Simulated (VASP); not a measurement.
# CaO (Fm-3m) in VASP: single point with r2SCAN

Aim: the single point of CaO with r2SCAN.

All numbers are computed with VASP 6.6.1; they aren't measurements. Logs are shortened: lines on timing, memory, paths and dates and some standing lists are left out, and cuts for length are marked.

## Step 1: The cell of the first run

The structure is cubic, space group Fm-3m (No. 225). Conventional cell: a = 4.831 Å, b = 4.831 Å, c = 4.831 Å, α = 90.00°, β = 90.00°, γ = 90.00°. Ca (site symmetry m-3m) has 6 O at 2.42 Å within 3.2 Å. O (site symmetry m-3m) has 6 Ca at 2.42 Å within 3.2 Å.

## Step 2: Single point, r2SCAN

The input, POSCAR:

```
CaO
1.0
    0.0000000000      2.4155243932      2.4155243932
    2.4155243932      0.0000000000      2.4155243932
    2.4155243932      2.4155243932      0.0000000000
Ca O
1 1
Direct
    0.0000000000      0.0000000000      0.0000000000
    0.5000000000      0.5000000000      0.5000000000
```

The input, INCAR.step1:

```
SYSTEM = CaO
PREC = Accurate
ENCUT = 1480
ISMEAR = 0
SIGMA = 0.02
LREAL = .False.
LASPH = .True.
NELM = 120
NBANDS = 15
GGA = PE
ALGO = Normal
EDIFF = 1E-5
LWAVE = .True.
LCHARG = .False.
GGA_COMPAT = .False.
```

The input, INCAR.step2:

```
SYSTEM = CaO
PREC = Accurate
ENCUT = 1480
EDIFF = 1E-6
ISMEAR = 0
SIGMA = 0.02
LREAL = .False.
LASPH = .True.
NELM = 120
ALGO = Normal
ISIF = 2
LWAVE = .False.
LCHARG = .False.
METAGGA = R2SCAN
LMIXTAU = .True.
NBANDS = 15
ISTART = 1
GGA_COMPAT = .False.
```

The input, KPOINTS:

```
Automatic mesh
0
Gamma
  8 8 8
  0 0 0
```

Potentials or basis: VASP PAW PBE potentials, release 64 (Ca_sv, O_h).

On the command line:

```bash
cat potpaw_PBE.64/Ca_sv/POTCAR potpaw_PBE.64/O_h/POTCAR > POTCAR
cp INCAR.step1 INCAR
mpirun -np 1 vasp_std > vasp.out
cp INCAR.step2 INCAR
mpirun -np 1 vasp_std > vasp.out
```

OUTCAR:

```text
SYSTEM = CaO
   PREC = Accurate
   ENCUT = 1480
   EDIFF = 1E-6
   ISMEAR = 0
   LREAL = .False.
   LASPH = .True.
   NELM = 120
   ISIF = 2
   METAGGA = R2SCAN
   ISTART = 1

 ion  position               nearest neighbor table
   1  0.000  0.000  0.000-
   2  0.500  0.500  0.500-

  LATTYP: Found a face centered cubic cell.
 ALAT       =     4.8310487864

  Lattice vectors:

 A1 = (   0.0000000000,   2.4155243932,   2.4155243932)
 A2 = (   2.4155243932,   0.0000000000,   2.4155243932)
 A3 = (   2.4155243932,   2.4155243932,   0.0000000000)

Analysis of symmetry for initial positions (statically):
=====================================================================
 Subroutine PRICEL returns:
 Original cell was already a primitive cell.

 Routine SETGRP: Setting up the symmetry group for a
 face centered cubic supercell.

 Subroutine GETGRP returns: Found 48 space group operations
 (whereof 48 operations were pure point group operations)
 out of a pool of 48 trial point group operations.

The static configuration has the point symmetry O_h .

Analysis of symmetry for dynamics (positions and initial velocities):
=====================================================================
 Subroutine PRICEL returns:
 Original cell was already a primitive cell.

 Routine SETGRP: Setting up the symmetry group for a
 face centered cubic supercell.

 Subroutine GETGRP returns: Found 48 space group operations
 (whereof 48 operations were pure point group operations)
 out of a pool of 48 trial point group operations.

The dynamic configuration has the point symmetry O_h .

 Subroutine INISYM returns: Found 48 space group operations
 (whereof 48 operations are pure point group operations),
 and found     1 'primitive' translations

----------------------------------------------------------------------------------------

                                     Primitive cell

  volume of cell :      28.1880

  direct lattice vectors                    reciprocal lattice vectors
     0.000000000  2.415524393  2.415524393    -0.206994391  0.206994391  0.206994391
     2.415524393  0.000000000  2.415524393     0.206994391 -0.206994391  0.206994391
     2.415524393  2.415524393  0.000000000     0.206994391  0.206994391 -0.206994391

  length of vectors
     3.416067357  3.416067357  3.416067357     0.358524802  0.358524802  0.358524802

  position of ions in fractional coordinates (direct lattice)
     0.000000000  0.000000000  0.000000000
     0.500000000  0.500000000  0.500000000

[... 87 lines left out ...]
   NELECT =      16.0000    total number of electrons
   NUPDOWN=      -1.0000    fix difference up-down
   EMIN   =  10.00;   EMAX   =-10.00  energy-range for DOS
   EFERMI =   0.00;   METHOD = LEGACY
   ISMEAR =     0;   SIGMA  =   0.02  broadening in eV -4-tet -1-fermi 0-gaus
   EFERMI_NEDOS =   21; number of points for ismear=-14 and -15
   IALGO  =     38    algorithm
   IMIX   =      4    mixing-type and parameters
     AMIX     =   0.40;   BMIX     =  1.00
     AMIX_MAG =   1.60;   BMIX_MAG =  1.00
  volume/ion in A,a.u.               =      14.09        95.11
  Fermi-wavevector in a.u.,A,eV,Ry     =   1.355481  2.561487 24.998371  1.837328
  Thomas-Fermi vector in A             =   2.482565
   LORBIT       =      0    0 simple, 1 ext, 2 COOP (PROOUT), +10 PAW based schemes
   METAGGA = R2SCAN    functional components
   LHFCALC =     F    Hartree Fock is set to
   AEXX    =    0.0000 exact exchange contribution
   IVDW    =     0    specifies the selected vdW correction
   LEPSILON=     F    determine dielectric tensor
   LRPA    =     F    only Hartree local field effects (RPA)
 non-spin polarized calculation
 Gauss-broadening in eV      SIGMA  =   0.02
  energy-cutoff  :     1480.00
  volume of cell :       28.19
 maximum number of plane-waves:      3695
 NGX is ok and might be reduce to    48
   NGX = 21   NGY = 21   NGZ = 21

 number of electron      16.0000000 magnetization

 Free energy of the ion-electron system (eV)
  ---------------------------------------------------
  ext. energy  EPLUGINS =         0.00000000
  ---------------------------------------------------
  free energy    TOTEN  =       -19.46630429 eV

  energy without entropy =      -19.46630429  energy(sigma->0) =      -19.46630429

 E-fermi :   2.3774     XC(G=0): -10.9956

 val. band max:        2.1991854759   @ k =   0.0000   0.0000   0.0000
 cond. band min:       6.3963656213   @ k =   0.5000   0.5000   0.0000
 fundamental gap:      4.1971801455
 Fermi energy:         2.3774147972

 k-point     1 :       0.0000    0.0000    0.0000
  band No.  band energies     occupation
      1     -36.9205      2.00000
      2     -16.8229      2.00000
      3     -16.8229      2.00000
      4     -16.8229      2.00000
      5     -14.2441      2.00000
      6       2.1992      2.00000
      7       2.1992      2.00000
      8       2.1992      2.00000
      9       7.4990      0.00000
     10       9.0177      0.00000
     11       9.0177      0.00000
     12       9.0177      0.00000
     13      10.5881      0.00000
     14      10.5881      0.00000
[... 401 lines left out ...]
      2     -17.7204      2.00000
      3     -17.0456      2.00000
      4     -16.9403      2.00000
      5     -13.3192      2.00000
      6       0.2000      2.00000
      7       1.0972      2.00000
      8       1.1700      2.00000
      9       9.5191      0.00000
     10       9.6078      0.00000
     11      11.5616      0.00000
     12      11.7540      0.00000
     13      13.0521      0.00000
     14      14.7808      0.00000
     15      16.8675      0.00000

 [... further k-points ...]

------------------------ aborting loop because EDIFF is reached ----------------------------------------

  FORCE on cell =-STRESS in cart. coord.  units (eV):
  Direction    XX          YY          ZZ          XY          YZ          ZX
  --------------------------------------------------------------------------------------
  -------------------------------------------------------------------------------------
  Total       -0.2839768     -0.2839768     -0.2839768      0.0000000      0.0000000     -0.0000000
  in kB      -16.1409509    -16.1409509    -16.1409509      0.0000000      0.0000000     -0.0000000
  external PRESSURE =     -16.1409509 kB  Pullay stress =       0.0000000 kB

 VOLUME and BASIS-vectors are now :
 -----------------------------------------------------------------------------
  energy-cutoff  :     1480.00
  volume of cell :       28.19
      direct lattice vectors                 reciprocal lattice vectors
     0.000000000  2.415524393  2.415524393    -0.206994391  0.206994391  0.206994391
     2.415524393  0.000000000  2.415524393     0.206994391 -0.206994391  0.206994391
     2.415524393  2.415524393  0.000000000     0.206994391  0.206994391 -0.206994391

 POSITION                                       TOTAL-FORCE (eV/Angst)
 -----------------------------------------------------------------------------------
      0.00000      0.00000      0.00000        -0.000000      0.000000     -0.000000
      2.41552      2.41552      2.41552         0.000000     -0.000000      0.000000
 -----------------------------------------------------------------------------------
    total drift:                               -0.000000     -0.000000     -0.000000

  FREE ENERGIE OF THE ION-ELECTRON SYSTEM (eV)
  ---------------------------------------------------
  free  energy   TOTEN  =       -19.4663042945 eV

  energy  without entropy=      -19.4663042945  energy(sigma->0) =      -19.46630429
```

It took 2.1 min on 1 thread of Intel Xeon 6975P-C (Granite Rapids), shared host; peak memory 0.4 GiB.

What came out:

| Quantity | Value |
| --- | --- |
| Free energy | -19.4663 eV |
| Pressure | -1.6 GPa |
| Band gap on the k mesh | 4.20 eV (least direct gap 4.57 eV) |

Levels at points of the mesh, in eV from the valence-band top:
```tsv
k point	band 4	band 5	band 6	band 7	band 8	band 9	band 10	band 11	band 12	band 13
(0.00, 0.00, 0.00)	-19.02	-16.44	0.00	0.00	0.00	5.30	6.82	6.82	6.82	8.39
(0.50, 0.00, 0.00)	-19.07	-15.23	-2.57	-1.17	-1.17	7.62	8.96	8.96	9.10	11.07
(0.50, 0.50, 0.00)	-19.24	-16.22	-1.30	-0.38	-0.38	4.20	8.65	9.55	10.13	10.13
```

Caveat: the PAW data sets were made with another functional, which shifts forces and pressure a little. A k mesh can miss the band edges.
